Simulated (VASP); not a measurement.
Set up this calculation in VASP 6.6.1, as the native input.

| Quantity | Value |
| --- | --- |
| Task | relaxation of cell and atoms |
| Functional | PBE |
| Potentials or basis | VASP PAW PBE potentials, release 64 (La, Zr_sv, O) |
| Cutoff | 600 eV |
| k mesh | 6 × 6 × 4 |
| Occupations | gaussian, width 0.1 eV |
| Spin | no spin polarisation |
| Dipole correction | no |
| Further INCAR settings | ALGO = Normal; EDIFF = 1e-07; IBRION = 2; EDIFFG = -0.04; NSW = 90; ISIF = 3 |

The structure of La2Zr3O lies in POSCAR:

```
La2Zr3O
1.0
    4.9360891300      0.0000000000      0.0000000000
   -2.4680445600      4.2747785800      0.0000000000
    0.0000000000      0.0000000000      6.1651015900
La Zr O
2 3 1
Direct
    0.3333333300      0.6666666700      0.5000000000
    0.6666666700      0.3333333300      0.5000000000
    0.5000000000      0.0000000000      0.0000000000
    0.0000000000      0.5000000000      0.0000000000
    0.5000000000      0.5000000000      0.0000000000
    0.0000000000      0.0000000000      0.0000000000
```

The cell was generated, and may not be a known phase.

These files were run (other wordings do the same):

INCAR

```
PREC = Accurate
ENCUT = 600
EDIFF = 1E-7
ISMEAR = 0
SIGMA = 0.1
LREAL = F
LASPH = T
NELM = 80
ALGO = Normal
ISIF = 3
LWAVE = F
LCHARG = F
GGA = PE
IBRION = 2
NSW = 90
EDIFFG = -0.04
```

KPOINTS

```
Automatic mesh
0
Gamma
  6 6 4
```

Potentials or basis: VASP PAW PBE potentials, release 64 (La, Zr_sv, O).

The run is started by

```sh
$ cat potpaw_PBE.64/La/POTCAR potpaw_PBE.64/Zr_sv/POTCAR potpaw_PBE.64/O/POTCAR > POTCAR
$ mpirun -np 1 vasp_std > vasp.out
```

It gave:

The relaxed volume is 26.73 Å³/atom and the relaxed cell is a = 5.452 Å, b = 5.452 Å, c = 6.230 Å, α = 90.00°, β = 90.00°, γ = 120.00°. The space group after relaxing (to 0.1 Å) is P6/mmm (No. 191). The energy gained by relaxing is 304.7 meV/atom. The ionic steps are 6 and the pressure after relaxing is 0.1 GPa. The band gap on the k mesh is zero (bands 32 and 33 overlap by 0.71 eV).

Caveat: the volume moved by over 15 % at a fixed basis, so the end points are rough; spin-orbit coupling is left out, which moves the levels of the heavy elements.

Run time: 13 min on 1 thread of AMD EPYC 9R45 96-Core Processor (Zen 5) (shared host), peak memory 0.34 GiB.
